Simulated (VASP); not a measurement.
The system is KI.

```
I K
1.0
     4.29120    0.00000    0.00000
     0.00000    4.29120    0.00000
     0.00000    0.00000    4.29120
I K
1 1
Direct
  0.50000 0.50000 0.50000
  0.00000 0.00000 0.00000
```

Program: VASP 6.6.1. Alike in all runs: task single point; potentials or basis VASP PAW PBE potentials, release 64 (I, K_sv); no spin polarisation; cell as given; k mesh 3 × 3 × 3; cutoff (eV) 520; smearing fermi-dirac 0.05 eV.

Q: Order these runs on this cell by their band gap on the k mesh, lowest first.
A. level PBE-based screened hybrid with 30 % exact exchange; share of exact exchange 0.3
B. level PBE-based screened hybrid with 20 % exact exchange; share of exact exchange 0.2
C. level PBE-based screened hybrid with 5 % exact exchange; share of exact exchange 0.05
D. level PBE-based screened hybrid with 25 % exact exchange; share of exact exchange 0.25
E. level PBE-based screened hybrid with 10 % exact exchange; share of exact exchange 0.1

A: C (3.65 eV), E (3.85 eV), B (4.26 eV), D (4.47 eV), A (4.68 eV).

Caveats: all runs use coarse meshes; spin-orbit coupling is left out, which moves the levels of the heavy elements; an odd mesh through Γ misses points on the zone boundary, where band edges can lie.
